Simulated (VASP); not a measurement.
# Si3IrRu (Cmmm) in VASP: single point with PBE

Aim: the single point of Si3IrRu with PBE.

Everything below comes from runs of VASP 6.6.1. Logs are shortened: lines on timing, memory, paths and dates and some standing lists are left out, and cuts for length are marked.

## (1) The cell of the first run

It takes space group Cmmm (No. 65, orthorhombic). The conventional cell has a = 4.459 Å, b = 7.130 Å, c = 5.504 Å, α = 90.00°, β = 90.00°, γ = 90.00°. Within 3.0 Å of Si (site symmetry mmm) lie 2 Ru at 2.23 Å and 4 Si at 3.00 Å. Si (site symmetry m2m) has 5 Si at 2.36 to 3.00 Å and 3 Ir at 2.38 to 2.52 Å within 3.1 Å. Within 2.9 Å of Ru (site symmetry mmm) lie 2 Si at 2.23 Å and 2 Ir at 2.75 Å. Ir (site symmetry mmm) has 6 Si at 2.38 to 2.52 Å and 2 Ru at 2.75 Å within 3.1 Å.

The cell was generated, and may not be a known phase.

## (2) Single point, PBE

INCAR reads:

```
SYSTEM = Si3IrRu
PREC = Accurate
ENCUT = 500
EDIFF = 1E-6
ISMEAR = 0
SIGMA = 0.2
LREAL = .False.
LASPH = .True.
NELM = 120
ALGO = Normal
ISIF = 2
LWAVE = .False.
LCHARG = .False.
GGA = PE
NBANDS = 26
GGA_COMPAT = .False.
```

KPOINTS reads:

```
regular mesh
0
Gamma
  5 5 3
  0 0 0
```

POSCAR reads:

```
Si3IrRu
1.0
    2.2296577252     -3.5649734495      0.0000000000
    2.2296577252      3.5649734495      0.0000000000
    0.0000000000      0.0000000000      5.5036466788
Si Ru Ir
3 1 1
Direct
    0.0000000000      0.0000000000      0.0000000000
    0.8341569851      0.1658430149      0.5000000000
    0.1658430149      0.8341569851      0.5000000000
    0.5000000000      0.5000000000      0.0000000000
    0.5000000000      0.5000000000      0.5000000000
```

Potentials or basis: VASP PAW PBE potentials, release 64 (Si, Ru_pv, Ir).

Command:

```
cat potpaw_PBE.64/Si/POTCAR potpaw_PBE.64/Ru_pv/POTCAR potpaw_PBE.64/Ir/POTCAR > POTCAR
mpirun -np 1 vasp_std > vasp.out
```

OUTCAR:

```text
SYSTEM = Si3IrRu
   PREC = Accurate
   ENCUT = 500
   EDIFF = 1E-6
   ISMEAR = 0
   LREAL = .False.
   LASPH = .True.
   NELM = 120
   ISIF = 2
   GGA = PE

 ion  position               nearest neighbor table
   1  0.000  0.000  0.000-   4 2.23   4 2.23   2 3.00   2 3.00   3 3.00   3 3.00
   2  0.834  0.166  0.500-   3 2.36   5 2.38   5 2.52   5 2.52   3 2.53   3 2.53   1 3.00   1 3.00

   3  0.166  0.834  0.500-   2 2.36   5 2.38   5 2.52   5 2.52   2 2.53   2 2.53   1 3.00   1 3.00

   4  0.500  0.500  0.000-   1 2.23   1 2.23   5 2.75   5 2.75
   5  0.500  0.500  0.500-   2 2.38   3 2.38   3 2.52   2 2.52   3 2.52   2 2.52   4 2.75   4 2.75

  LATTYP: Found a base centered orthorhombic cell.
 ALAT       =     4.4593154504
 B/A-ratio  =     1.5988882102
 C/A-ratio  =     1.2341909291

  Lattice vectors:

 A1 = (   2.2296577252,  -3.5649734495,   0.0000000000)
 A2 = (   2.2296577252,   3.5649734495,   0.0000000000)
 A3 = (   0.0000000000,   0.0000000000,   5.5036466788)

Analysis of symmetry for initial positions (statically):
=====================================================================
 Subroutine PRICEL returns:
 Original cell was already a primitive cell.

 Routine SETGRP: Setting up the symmetry group for a
 base centered orthorhombic supercell.

 Subroutine GETGRP returns: Found  8 space group operations
 (whereof  8 operations were pure point group operations)
 out of a pool of  8 trial point group operations.

The static configuration has the point symmetry D_2h.

Analysis of symmetry for dynamics (positions and initial velocities):
=====================================================================
 Subroutine PRICEL returns:
 Original cell was already a primitive cell.

 Routine SETGRP: Setting up the symmetry group for a
 base centered orthorhombic supercell.

 Subroutine GETGRP returns: Found  8 space group operations
 (whereof  8 operations were pure point group operations)
 out of a pool of  8 trial point group operations.

The dynamic configuration has the point symmetry D_2h.

 Subroutine INISYM returns: Found  8 space group operations
 (whereof  8 operations are pure point group operations),
 and found     1 'primitive' translations

----------------------------------------------------------------------------------------
[... 90 lines left out ...]
   ENCUT  =  500.0 eV  36.75 Ry    6.06 a.u.   7.67  7.67 10.03*2*pi/ulx,y,z
   NELM   =    120;   NELMIN=  2; NELMDL= -5     # of ELM steps
   EDIFF  = 0.1E-05   stopping-criterion for ELM
   LREAL  =      F    real-space projection
   EDIFFG = 0.1E-04   stopping-criterion for IOM
   NSW    =      0    number of steps for IOM
   IBRION =     -1    ionic relax: 0-MD 1-quasi-New 2-CG
   NFREE  =      0    steps in history (QN), initial steepest desc. (CG)
   ISIF   =      2    stress and relaxation
   ISYM   =      2    0-nonsym 1-usesym 2-fastsym
   POTIM  = 0.5000    time-step for ionic-motion
   TEBEG  =    0.0;   TEEND  =   0.0 temperature during run
   PSTRESS=    0.0 pullay stress
   NELECT =      35.0000    total number of electrons
   NUPDOWN=      -1.0000    fix difference up-down
   EMIN   =  10.00;   EMAX   =-10.00  energy-range for DOS
   EFERMI =   0.00;   METHOD = LEGACY
   ISMEAR =     0;   SIGMA  =   0.20  broadening in eV -4-tet -1-fermi 0-gaus
   EFERMI_NEDOS =   21; number of points for ismear=-14 and -15
   IALGO  =     38    algorithm
   IMIX   =      4    mixing-type and parameters
     AMIX     =   0.40;   BMIX     =  1.00
     AMIX_MAG =   1.60;   BMIX_MAG =  1.00
  volume/ion in A,a.u.               =      17.50       118.09
  Fermi-wavevector in a.u.,A,eV,Ry     =   1.206255  2.279492 19.797176  1.455051
  Thomas-Fermi vector in A             =   2.341928
   LORBIT       =      0    0 simple, 1 ext, 2 COOP (PROOUT), +10 PAW based schemes
   GGA     = PE    functional components
   LHFCALC =     F    Hartree Fock is set to
   AEXX    =    0.0000 exact exchange contribution
   IVDW    =     0    specifies the selected vdW correction
   LEPSILON=     F    determine dielectric tensor
   LRPA    =     F    only Hartree local field effects (RPA)
 non-spin polarized calculation
 Gauss-broadening in eV      SIGMA  =   0.20
  energy-cutoff  :      500.00
  volume of cell :       87.49
 maximum number of plane-waves:      2232
   NGX = 15   NGY = 15   NGZ = 21

 number of electron      34.9999995 magnetization

 Free energy of the ion-electron system (eV)
  ---------------------------------------------------
  ext. energy  EPLUGINS =         0.00000000
  ---------------------------------------------------
  free energy    TOTEN  =       -31.81234256 eV

  energy without entropy =      -31.72989076  energy(sigma->0) =      -31.77111666

 E-fermi :   7.5971     XC(G=0): -11.0549

 val. band max:        7.4849747912   @ k =   0.4000   0.2000   0.0000
 cond. band min:       7.6120730304   @ k =   0.4000   0.4000   0.3333
 fundamental gap:      0.1270982392
 Fermi energy:         7.5971109281

 k-point     1 :       0.0000    0.0000    0.0000
  band No.  band energies     occupation
      1     -34.4116      2.00000
      2     -34.2306      2.00000
      3     -34.1711      2.00000
      4      -4.9978      2.00000
      5      -0.3654      2.00000
      6       1.2253      2.00000
[... 511 lines left out ...]
     25      12.6897      0.00000
     26      14.0303      0.00000

------------------------ aborting loop because EDIFF is reached ----------------------------------------

  FORCE on cell =-STRESS in cart. coord.  units (eV):
  Direction    XX          YY          ZZ          XY          YZ          ZX
  --------------------------------------------------------------------------------------
  -------------------------------------------------------------------------------------
  Total        0.2638227      0.0890318     -0.0160835      0.0000000      0.0000000      0.0000000
  in kB        4.8311191      1.6303500     -0.2945211      0.0000000      0.0000000      0.0000000
  external PRESSURE =       2.0556493 kB  Pullay stress =       0.0000000 kB

 VOLUME and BASIS-vectors are now :
 -----------------------------------------------------------------------------
  energy-cutoff  :      500.00
  volume of cell :       87.49
      direct lattice vectors                 reciprocal lattice vectors
     2.229657725 -3.564973450  0.000000000     0.224249666 -0.140253499  0.000000000
     2.229657725  3.564973450  0.000000000     0.224249666  0.140253499  0.000000000
     0.000000000  0.000000000  5.503646679     0.000000000  0.000000000  0.181697710

 POSITION                                       TOTAL-FORCE (eV/Angst)
 -----------------------------------------------------------------------------------
      0.00000      0.00000      0.00000         0.000000     -0.000000      0.000000
      2.22966     -2.38252      2.75182         0.000000     -0.024267      0.000000
      2.22966      2.38252      2.75182         0.000000      0.024267     -0.000000
      2.22966      0.00000      0.00000        -0.000000      0.000000      0.000000
      2.22966      0.00000      2.75182         0.000000     -0.000000      0.000000
 -----------------------------------------------------------------------------------
    total drift:                               -0.000000     -0.000000     -0.000000

  FREE ENERGIE OF THE ION-ELECTRON SYSTEM (eV)
  ---------------------------------------------------
  free  energy   TOTEN  =       -31.8123425612 eV

  energy  without entropy=      -31.7298907582  energy(sigma->0) =      -31.77111666
```

OSZICAR:

```text
N       E                     dE             d eps       ncg     rms          rms(c)
DAV:   1     0.212438137050E+03    0.21244E+03   -0.16855E+04  1048   0.117E+03
DAV:   2    -0.214270214601E+02   -0.23387E+03   -0.21850E+03   940   0.299E+02
DAV:   3    -0.328055152614E+02   -0.11378E+02   -0.10767E+02  1198   0.630E+01
DAV:   4    -0.331063007563E+02   -0.30079E+00   -0.29794E+00  1126   0.106E+01
DAV:   5    -0.331144159540E+02   -0.81152E-02   -0.81107E-02  1252   0.179E+00    0.177E+01
DAV:   6    -0.323065323847E+02    0.80788E+00   -0.57518E+00  1330   0.221E+01    0.613E+00
DAV:   7    -0.319379567969E+02    0.36858E+00   -0.18517E+00  1270   0.130E+01    0.512E+00
DAV:   8    -0.318323092149E+02    0.10565E+00   -0.37131E-01  1024   0.462E+00    0.122E+00
DAV:   9    -0.318140550313E+02    0.18254E-01   -0.76793E-02  1312   0.241E+00    0.497E-01
DAV:  10    -0.318124437646E+02    0.16113E-02   -0.65716E-03  1064   0.555E-01    0.211E-01
DAV:  11    -0.318123371598E+02    0.10660E-03   -0.50546E-04  1196   0.179E-01    0.668E-02
DAV:  12    -0.318123412704E+02   -0.41106E-05   -0.39626E-05  1160   0.503E-02    0.198E-02
DAV:  13    -0.318123426853E+02   -0.14149E-05   -0.60810E-06  1080   0.169E-02    0.701E-03
DAV:  14    -0.318123425612E+02    0.12412E-06   -0.41078E-07   556   0.512E-03
   1 F= -.31812343E+02 E0= -.31771117E+02  d E =-.824518E-01
```

It took 29 s on 1 thread of Intel Xeon Platinum 8559C (Emerald Rapids), shared host; peak memory 0.21 GiB.

What came out:

| Item | Value |
| --- | --- |
| Free energy | -31.8123 eV |
| Pressure | 0.2 GPa |
| Largest force | 0.024 eV/Å |
| Band gap on the k mesh | zero (an odd number of electrons rules out a gap without spin polarisation) |

Forces in eV/Å, atoms in the order of the input:
```
Si   0.000  0.000  0.000
Si   0.000 -0.024  0.000
Si   0.000  0.024  0.000
Ru   0.000  0.000  0.000
Ir   0.000  0.000  0.000
```

Stress tensor (GPa, compression positive):
```
 0.48  0.00  0.00
 0.00  0.16  0.00
 0.00  0.00 -0.03
```

Levels at points of the mesh, in eV from the Fermi level:
```
           k point  band 15  band 16  band 17  band 18  band 19  band 20
(0.00, 0.00, 0.00)    -0.75    -0.26     0.21     0.72     1.80     2.24
```

Caveat: the k points lie up to 0.38 Å⁻¹ apart, too coarse for converged energies and pressures of a metal; spin-orbit coupling is left out, which moves the levels of the heavy elements.

The gap in the log of VASP goes by the Fermi energy; the results here count the filled bands.